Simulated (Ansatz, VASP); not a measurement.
Given: the input of a run of Ansatz 0.2.0 on AlSn.

The input input.yaml:

```yaml
crystal:
  lattice:
    - [4.2533501828, 0.0, 0.0]
    - [-2.1266750913, 3.6835093094, 0.0]
    - [0.0, 0.0, 3.350363135]
  atoms:
    - { symbol: Sn, position: [0.3333333333, 0.6666666667, 0.5] }
    - { symbol: Al, position: [0.0, 0.0, 0.0] }
hamiltonian:
  xc: lda
  pseudopotentials: { kind: paw }
kpoints:
  mp_grid: { grid: [7, 7, 8] }
scf:
  occupations: { method: fermi_dirac, width: 0.05 }
output:
  forces: true
  stress: true
  eigenvalues: true
```

Potentials or basis: Ansatz PAW.

Command:

```console
$ ansatz run input.yaml --threads 2 --pin off --max-ram 5632MiB --backend cpu --events-out ev --progress --plain --runs-dir out
```

Set up the same calculation for VASP 6.6.1. Potentials there: VASP PAW LDA potentials, release 64 (Sn_d, Al).

As run (the cutoff follows the program's own potentials):

Contents of INCAR:

```
SYSTEM = AlSn
  ALGO = Fast
  EDIFF = 1E-7
  ENCUT = 520
  GGA = CA
  ISIF = 2
  ISMEAR = -1
  LASPH = .True.
  LCHARG = .True.
  LELF = .True.
  LREAL = .False.
  LVHAR = .True.
  LWAVE = .False.
  NBANDS = 16
  NELM = 100
  PREC = Accurate
  SIGMA = 0.05
```

Contents of KPOINTS:

```
k-points
0
Gamma
  7 7 8
  0 0 0
```

POSCAR

```
AlSn
1.0
    4.2533501828      0.0000000000      0.0000000000
   -2.1266750913      3.6835093094      0.0000000000
    0.0000000000      0.0000000000      3.3503631350
Sn Al
1 1
Direct
    0.3333333333      0.6666666667      0.5000000000
    0.0000000000      0.0000000000      0.0000000000
```

Potentials or basis: VASP PAW LDA potentials, release 64 (Sn_d, Al).

The run is started by

```bash
$ cat potpaw_LDA.64/Sn_d/POTCAR potpaw_LDA.64/Al/POTCAR > POTCAR
$ mpirun -np 1 vasp_std > vasp.out
```

Both were run:

|  | VASP | Ansatz | Ansatz less VASP |
| --- | --- | --- | --- |
| gap on the k mesh at the Fermi level (eV) | none | none | - |
| pressure (GPa) | -4.6 | -4.6 | +0.01 |
| traceless stress, the component that is largest in VASP (GPa) | -0.36 | -0.37 | -0.008 |

LDA's correlation is that of Perdew and Zunger in VASP and of Perdew and Wang (1992) in Ansatz. A gap of «none» marks a metal or a gap that the smearing closes.
